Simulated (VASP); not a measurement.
**GdO: single point with LDA+U**

Crystal: GdO.

```
CELL_PARAMETERS angstrom
0.00000 2.70000 2.70000
2.70000 0.00000 2.70000
2.70000 2.70000 0.00000
ATOMIC_POSITIONS crystal
Gd 0.00000 0.00000 0.00000
O 0.25000 0.25000 0.25000
```

```json
{
 "Program": "VASP 6.6.1",
 "Task": "single point",
 "Functional": "LDA",
 "Potentials or basis": "VASP PAW PBE potentials, release 64 (Gd, O)",
 "Cutoff": "520 eV",
 "k mesh": "9 × 9 × 9",
 "Occupations": "fermi-dirac, width 0.1 eV",
 "Spin": "collinear spin, ferromagnetic start",
 "Starting moments": "[9.1, 0.0] μB",
 "Hubbard terms": "Gd f U = 3.0 eV"
}
```

| Quantity | Value |
| --- | --- |
| Pressure | -7.1 GPa |
| Net moment | 7.56 μB per cell |
| Site moments | Gd +6.98; O -0.02 μB |
| Valence electrons inside the program's atomic spheres | Gd 15.16; O 4.96 |

Levels at points of the mesh, in eV from the Fermi level:
Spin up:
```csv
k point,band 14,band 15,band 16,band 17,band 18,band 19
"(0.00, 0.00, 0.00)",-5.65,-5.65,-2.23,2.28,2.28,4.35
```
Spin down:
```
           k point  band 5  band 6  band 7  band 8  band 9  band 10  band 11  band 12
(0.00, 0.00, 0.00)  -19.20   -5.72   -5.72   -5.72   -1.77     1.06     1.06     1.06
```

Eigenvalues of the final occupation matrices:
```csv
site,spin,trace,eigenvalues
site 1 f,1,6.93,0.99 0.99 0.99 0.99 0.99 0.99 0.99
site 1 f,2,0.09,0.01 0.01 0.01 0.01 0.01 0.01 0.06
```

It took 62 s on 1 thread of AMD EPYC 9R45 96-Core Processor (Zen 5), on a shared host, peak memory 0.16 GiB.

Caveat: the PAW data sets were made with another functional, which shifts forces and pressure a little; spin-orbit coupling is left out, which moves the levels of the heavy elements; a cell with one magnetic atom can't hold antiferromagnetic order, which such compounds often take. The state reached can hang on the start; a lower one may exist.
